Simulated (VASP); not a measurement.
Here is a VASP 6.6.1 calculation.

The input INCAR:

```
PREC     = Accurate       # precision mode
ENCUT    = 520            # plane-wave cutoff, eV
EDIFF    = 1E-6           # SCF threshold, eV
ISMEAR   = 0              # smearing method
SIGMA    = 0.05           # smearing width, eV
LREAL    = False          # projectors in reciprocal space
LASPH    = True           # aspherical terms in the spheres
NELM     = 100            # most SCF steps
ALGO     = Normal         # electronic algorithm
ISIF     = 2              # what is computed and relaxed
LWAVE    = False          # write WAVECAR
LCHARG   = False          # write CHGCAR
GGA      = PE             # functional
NBANDS   = 16             # bands
```

KPOINTS

```
Automatic mesh
0
Gamma
  9 9 6
```

The input POSCAR:

```
MgO
1.0
    3.5565000000      0.0000000000      0.0000000000
   -1.7782500000      3.0800193485      0.0000000000
    0.0000000000      0.0000000000      4.0698000000
Mg O
2 2
Direct
    0.6666666667      0.3333333333      0.7500000000
    0.3333333333      0.6666666667      0.2500000000
    0.6666666667      0.3333333333      0.2500000000
    0.3333333333      0.6666666667      0.7500000000
```

Potentials or basis: VASP PAW PBE potentials, release 64 (Mg, O).

Run with:

```console
$ cat potpaw_PBE.64/Mg/POTCAR potpaw_PBE.64/O/POTCAR > POTCAR
$ mpirun -np 1 vasp_std > vasp.out
```

**Question.** Estimate the pressure.

**Answer.** 3.0 GPa.

**Question.** Estimate the band gap on the k mesh.

**Answer.** 3.43 eV, direct.

Stress tensor (GPa, compression positive):
```
-0.24  0.00  0.00
 0.00 -0.24  0.00
 0.00  0.00  9.50
```
